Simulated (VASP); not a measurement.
Set up this calculation in VASP 6.6.1, as the native input.

```
Task                   : single point
Functional             : LDA
Potentials or basis    : VASP PAW LDA potentials, release 64 (B, As)
Cutoff                 : 520 eV
k mesh                 : 10 × 10 × 10
Occupations            : gaussian, width 0.05 eV
Spin                   : no spin polarisation
Dipole correction      : no
Further INCAR settings : ALGO = Normal; EDIFF = 1e-07; NBANDS = 11
```

The structure of BAs lies in POSCAR:

```
BAs
1.0
    0.0000000000      2.5795800000      2.3885000000
    2.5795800000      0.0000000000      2.3885000000
    2.5795800000      2.5795800000      0.0000000000
B As
1 1
Direct
    0.0000000000      0.0000000000      0.0000000000
    0.7500000000      0.7500000000      0.7500000000
```

This cell differs from its parent crystal: strain +0.080 along x and y, +0.000 along z.

One way to write it, as run:

INCAR

```
ALGO = Normal
EDIFF = 1E-7
ENCUT = 520
GGA = CA
ISIF = 2
ISMEAR = 0
LASPH = T
LCHARG = F
LREAL = F
LWAVE = F
NBANDS = 11
NELM = 80
PREC = Accurate
SIGMA = 0.05
```

KPOINTS

```
k-points
0
Gamma
  10 10 10
```

Potentials or basis: VASP PAW LDA potentials, release 64 (B, As).

Run with:

```sh
$ cat potpaw_LDA.64/B/POTCAR potpaw_LDA.64/As/POTCAR > POTCAR
$ mpirun -np 1 vasp_std > vasp.out
```

Results of the run:

```
Pressure               : -17.9 GPa
Band gap on the k mesh : 0.26 eV, indirect (least direct gap 2.37 eV)
```

Caveat: the cell differs from its parent crystal (strain +0.080 along x and y, +0.000 along z).

Run time: 29 s on 1 thread of Intel(R) Xeon(R) Platinum 8259CL CPU @ 2.50GHz (Skylake/Cascade Lake), with other jobs on the host, peak memory 0.16 GiB.
